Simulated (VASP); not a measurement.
Rh: single point with PBE

Rh:

```
Rh
1.0
     0.00000    1.89785    1.89785
     1.89785    0.00000    1.89785
     1.89785    1.89785    0.00000
Rh
1
Direct
  0.00000 0.00000 0.00000
```

* Program: VASP 6.6.1
* Task: single point
* Functional: PBE
* Potentials or basis: VASP PAW PBE potentials, release 64 (Rh_pv)
* Cutoff: 500 eV
* k mesh: 14 × 14 × 14
* Occupations: methfessel-paxton, width 0.025 eV
* Spin: no spin polarisation
* Dipole correction: no
* Further INCAR settings: ALGO = Normal; EDIFF = 1e-06; NBANDS = 14

```yaml
Pressure: 7.6 GPa
```

Levels at points of the mesh, in eV from the Fermi level:
```csv
k point,band 5,band 6,band 7,band 8,band 9,band 10
"(0.00, 0.00, 0.00)",-3.06,-3.06,-3.06,-0.95,-0.95,16.03
"(0.50, 0.00, 0.00)",-3.14,-3.14,0.63,0.63,0.76,8.75
"(0.50, 0.50, 0.00)",-5.95,0.60,1.05,1.05,3.31,12.39
```

It took 7.6 s on 1 thread of Intel(R) Xeon(R) 6975P-C (Granite Rapids) (shared host), peak memory 0.13 GiB.
